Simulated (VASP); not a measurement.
Input of a VASP 6.6.1 run:

The input POSCAR:

```
PbSe
1.0
    0.0000000000      3.0192847941      3.0192847941
    3.0192847941      0.0000000000      3.0192847941
    3.0192847941      3.0192847941      0.0000000000
Pb Se
1 1
Direct
    0.0000000000      0.0000000000      0.0000000000
    0.5000000000      0.5000000000      0.5000000000
```

The input INCAR.step1:

```
PREC = Accurate ; ENCUT = 520
ISMEAR = 0 ; SIGMA = 0.01
LREAL = False ; LASPH = True
NELM = 100 ; NBANDS = 17
GGA = PE ; ALGO = Normal
EDIFF = 1E-4 ; LWAVE = True
LCHARG = False
```

The input INCAR.step2:

```
PREC = Accurate ; ENCUT = 520
EDIFF = 1E-7 ; ISMEAR = 0
SIGMA = 0.01 ; LREAL = False
LASPH = True ; NELM = 100
ALGO = Normal ; ISIF = 2
LWAVE = False ; LCHARG = True
METAGGA = R2SCAN ; LMIXTAU = True
LELF = True ; LVHAR = True
NBANDS = 17 ; ISTART = 1
```

The input KPOINTS:

```
Automatic mesh
0
Gamma
  6 6 6
```

Potentials or basis: VASP PAW PBE potentials, release 64 (Pb_d, Se).

Run with:

```bash
$ cat potpaw_PBE.64/Pb_d/POTCAR potpaw_PBE.64/Se/POTCAR > POTCAR
$ cp INCAR.step1 INCAR
$ mpirun -np 1 vasp_std > vasp.out
$ cp INCAR.step2 INCAR
$ mpirun -np 1 vasp_std > vasp.out
```

Q: Estimate the pressure.

A: 4.1 GPa.

Q: Predict the band gap on the k mesh.

A: 0.43 eV, direct.

Caveat: the PAW data sets were made with another functional, which shifts forces and pressure a little; spin-orbit coupling is left out, which moves the levels of the heavy elements. A k mesh can miss the band edges.
